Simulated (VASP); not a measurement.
# AlN (R3m) in VASP: single point with LDA

Aim: the single point of AlN with LDA.

Program: VASP 6.6.1. These are calculated values, not measurements. Logs are shortened: lines on timing, memory, paths and dates and some standing lists are left out, and cuts for length are marked.

## (1) The cell of the first run

The structure is trigonal, space group R3m (No. 160). Conventional cell: a = 3.089 Å, b = 3.089 Å, c = 7.566 Å, α = 90.00°, β = 90.00°, γ = 120.00°. Al (site symmetry 3m) has 4 N at 1.59 to 2.01 Å within 2.1 Å. N (site symmetry 3m) has 4 Al at 1.59 to 2.01 Å within 2.1 Å.

## (2) Single point, LDA

The input, INCAR:

```
SYSTEM = AlN
ALGO = Normal
EDIFF = 1E-6
ENCUT = 1330
GGA = CA
GGA_COMPAT = .False.
ISIF = 2
ISMEAR = 0
LASPH = .True.
LCHARG = .False.
LREAL = .False.
LWAVE = .False.
NBANDS = 11
NELM = 120
PREC = Accurate
SIGMA = 0.05
```

The input, KPOINTS:

```
k-points
0
Gamma
  10 10 10
  0 0 0
```

The input, POSCAR:

```
AlN
1.0
    0.0000000000      2.1839935596      2.1839935596
    2.1839935596      0.0000000000      2.1839935596
    2.1839935596      2.1839935596      0.0000000000
Al N
1 1
Direct
   -0.0396532948     -0.0396532948     -0.0396532948
    0.7500000000      0.7500000000      0.7500000000
```

Potentials or basis: VASP PAW LDA potentials, release 64 (Al, N_h).

Run with:

```sh
> cat potpaw_LDA.64/Al/POTCAR potpaw_LDA.64/N_h/POTCAR > POTCAR
> mpirun -np 1 vasp_std > vasp.out
```

OUTCAR:

```text
SYSTEM = AlN
   EDIFF = 1E-6
   ENCUT = 1330
   GGA = CA
   ISIF = 2
   ISMEAR = 0
   LASPH = .True.
   LREAL = .False.
   NELM = 120
   PREC = Accurate

 ion  position               nearest neighbor table
   1  0.960  0.960  0.960-   2 1.59   2 2.01   2 2.01   2 2.01
   2  0.750  0.750  0.750-   1 1.59   1 2.01   1 2.01   1 2.01

  LATTYP: Found a face centered cubic cell.
 ALAT       =     4.3679871192

  Lattice vectors:

 A1 = (   0.0000000000,   2.1839935596,   2.1839935596)
 A2 = (   2.1839935596,   0.0000000000,   2.1839935596)
 A3 = (   2.1839935596,   2.1839935596,   0.0000000000)

Analysis of symmetry for initial positions (statically):
=====================================================================
 Subroutine PRICEL returns:
 Original cell was already a primitive cell.

 Routine SETGRP: Setting up the symmetry group for a
 face centered cubic supercell.

 Subroutine GETGRP returns: Found  6 space group operations
 (whereof  6 operations were pure point group operations)
 out of a pool of 48 trial point group operations.

The static configuration has the point symmetry C_3v.

Analysis of symmetry for dynamics (positions and initial velocities):
=====================================================================
 Subroutine PRICEL returns:
 Original cell was already a primitive cell.

 Routine SETGRP: Setting up the symmetry group for a
 face centered cubic supercell.

 Subroutine GETGRP returns: Found  6 space group operations
 (whereof  6 operations were pure point group operations)
 out of a pool of 48 trial point group operations.

The dynamic configuration has the point symmetry C_3v.

 Subroutine INISYM returns: Found  6 space group operations
 (whereof  6 operations are pure point group operations),
 and found     1 'primitive' translations

----------------------------------------------------------------------------------------

                                     Primitive cell

  volume of cell :      20.8345

  direct lattice vectors                    reciprocal lattice vectors
     0.000000000  2.183993560  2.183993560    -0.228938404  0.228938404  0.228938404
     2.183993560  0.000000000  2.183993560     0.228938404 -0.228938404  0.228938404
     2.183993560  2.183993560  0.000000000     0.228938404  0.228938404 -0.228938404

  length of vectors
     3.088633312  3.088633312  3.088633312     0.396532948  0.396532948  0.396532948

  position of ions in fractional coordinates (direct lattice)
     0.960346705  0.960346705  0.960346705
     0.750000000  0.750000000  0.750000000

  ion indices of the primitive-cell ions
[... 85 lines left out ...]
   PSTRESS=    0.0 pullay stress
   NELECT =       8.0000    total number of electrons
   NUPDOWN=      -1.0000    fix difference up-down
   EMIN   =  10.00;   EMAX   =-10.00  energy-range for DOS
   EFERMI =   0.00;   METHOD = LEGACY
   ISMEAR =     0;   SIGMA  =   0.05  broadening in eV -4-tet -1-fermi 0-gaus
   EFERMI_NEDOS =   21; number of points for ismear=-14 and -15
   IALGO  =     38    algorithm
   IMIX   =      4    mixing-type and parameters
     AMIX     =   0.40;   BMIX     =  1.00
     AMIX_MAG =   1.60;   BMIX_MAG =  1.00
  volume/ion in A,a.u.               =      10.42        70.30
  Fermi-wavevector in a.u.,A,eV,Ry     =   1.189899  2.248583 19.263943  1.415860
  Thomas-Fermi vector in A             =   2.325996
   LORBIT       =      0    0 simple, 1 ext, 2 COOP (PROOUT), +10 PAW based schemes
   GGA     = CA    functional components
   LHFCALC =     F    Hartree Fock is set to
   AEXX    =    0.0000 exact exchange contribution
   IVDW    =     0    specifies the selected vdW correction
   LEPSILON=     F    determine dielectric tensor
   LRPA    =     F    only Hartree local field effects (RPA)
 non-spin polarized calculation
 Gauss-broadening in eV      SIGMA  =   0.05
  energy-cutoff  :     1330.00
  volume of cell :       20.83
 maximum number of plane-waves:      2313
 NGX is ok and might be reduce to    40
   NGX = 19   NGY = 19   NGZ = 19

 number of electron       8.0000000 magnetization

 Free energy of the ion-electron system (eV)
  ---------------------------------------------------
  ext. energy  EPLUGINS =         0.00000000
  ---------------------------------------------------
  free energy    TOTEN  =       -15.30127436 eV

  energy without entropy =      -15.30127436  energy(sigma->0) =      -15.30127436

 E-fermi :   6.6406     XC(G=0): -11.2617

 val. band max:        6.3519880448   @ k =   0.0000   0.0000   0.0000
 cond. band min:       9.2325548186   @ k =   0.5000   0.5000   0.0000
 fundamental gap:      2.8805667738
 Fermi energy:         6.6406289792

 k-point     1 :       0.0000    0.0000    0.0000
  band No.  band energies     occupation
      1      -8.8116      2.00000
      2       5.1486      2.00000
      3       6.3520      2.00000
      4       6.3520      2.00000
      5      10.0893      0.00000
      6      18.2900      0.00000
      7      18.2900      0.00000
      8      18.6866      0.00000
      9      23.1157      0.00000
     10      23.1157      0.00000
     11      25.0600      0.00000
[... 309 lines left out ...]
 k-point    24 :       0.5000    0.4000    0.5000
  band No.  band energies     occupation
      1      -6.6311      2.00000
      2       0.0679      2.00000
      3       5.3687      2.00000
      4       5.7049      2.00000
      5      13.2131      0.00000
      6      14.7123      0.00000
      7      17.3996      0.00000
      8      17.6396      0.00000
      9      23.2689      0.00000
     10      25.2398      0.00000
     11      25.9563      0.00000

 [... further k-points ...]

------------------------ aborting loop because EDIFF is reached ----------------------------------------

  FORCE on cell =-STRESS in cart. coord.  units (eV):
  Direction    XX          YY          ZZ          XY          YZ          ZX
  --------------------------------------------------------------------------------------
  -------------------------------------------------------------------------------------
  Total        1.9057632      1.9057632      1.9057632      3.3948397      3.3948397      3.3948397
  in kB      146.5532506    146.5532506    146.5532506    261.0632839    261.0632839    261.0632839
  external PRESSURE =     146.5532506 kB  Pullay stress =       0.0000000 kB

 VOLUME and BASIS-vectors are now :
 -----------------------------------------------------------------------------
  energy-cutoff  :     1330.00
  volume of cell :       20.83
      direct lattice vectors                 reciprocal lattice vectors
     0.000000000  2.183993560  2.183993560    -0.228938404  0.228938404  0.228938404
     2.183993560  0.000000000  2.183993560     0.228938404 -0.228938404  0.228938404
     2.183993560  2.183993560  0.000000000     0.228938404  0.228938404 -0.228938404

 POSITION                                       TOTAL-FORCE (eV/Angst)
 -----------------------------------------------------------------------------------
      4.19478      4.19478      4.19478         5.237804      5.237804      5.237804
      3.27599      3.27599      3.27599        -5.237804     -5.237804     -5.237804
 -----------------------------------------------------------------------------------
    total drift:                               -0.000356     -0.000356     -0.000356

  FREE ENERGIE OF THE ION-ELECTRON SYSTEM (eV)
  ---------------------------------------------------
  free  energy   TOTEN  =       -15.3012743638 eV

  energy  without entropy=      -15.3012743638  energy(sigma->0) =      -15.30127436
```

OSZICAR:

```text
N       E                     dE             d eps       ncg     rms          rms(c)
DAV:   1     0.366133674462E+02    0.36613E+02   -0.65557E+03  2552   0.134E+03
DAV:   2    -0.141282587195E+02   -0.50742E+02   -0.47697E+02  3242   0.181E+02
DAV:   3    -0.182278197103E+02   -0.40996E+01   -0.40858E+01  3121   0.493E+01
DAV:   4    -0.182574096449E+02   -0.29590E-01   -0.29585E-01  2909   0.477E+00
DAV:   5    -0.182575730034E+02   -0.16336E-03   -0.16336E-03  3072   0.355E-01    0.956E+00
DAV:   6    -0.153879325723E+02    0.28696E+01   -0.14748E+01  2915   0.186E+01    0.276E+00
DAV:   7    -0.153348922937E+02    0.53040E-01   -0.19593E-01  2819   0.370E+00    0.164E+00
DAV:   8    -0.153020375506E+02    0.32855E-01   -0.53299E-02  2921   0.213E+00    0.237E-01
DAV:   9    -0.153013123646E+02    0.72519E-03   -0.66754E-03  3017   0.538E-01    0.123E-01
DAV:  10    -0.153012713890E+02    0.40976E-04   -0.36616E-04  2858   0.146E-01    0.365E-02
DAV:  11    -0.153012749460E+02   -0.35570E-05   -0.44187E-05  2897   0.569E-02    0.273E-02
DAV:  12    -0.153012743638E+02    0.58219E-06   -0.12619E-06  2420   0.960E-03
   1 F= -.15301274E+02 E0= -.15301274E+02  d E =-.197561E-18
```

It took 69 s on 1 thread of AMD EPYC 7R13 (Zen 3), shared host; peak memory 0.23 GiB.

What came out:

```
Free energy            : -15.3013 eV
Pressure               : 14.7 GPa
Largest force          : 9.072 eV/Å
Band gap on the k mesh : 2.88 eV (least direct gap 3.74 eV)
```

Forces in eV/Å, atoms in the order of the input:
```
Al   5.238  5.238  5.238
N   -5.238 -5.238 -5.238
```

Stress tensor (GPa, compression positive):
```
14.66 26.11 26.11
26.11 14.66 26.11
26.11 26.11 14.66
```

Caveat: the cell differs from its parent crystal (all Al atoms moved +0.300 Å, as atom 1 towards its neighbour atom 2 (N) at 1.891 Å); the cell stands under pressure; forces of over 1 eV/Å act on the atoms, so gaps and moduli don't describe the material at rest. A k mesh can miss the band edges.
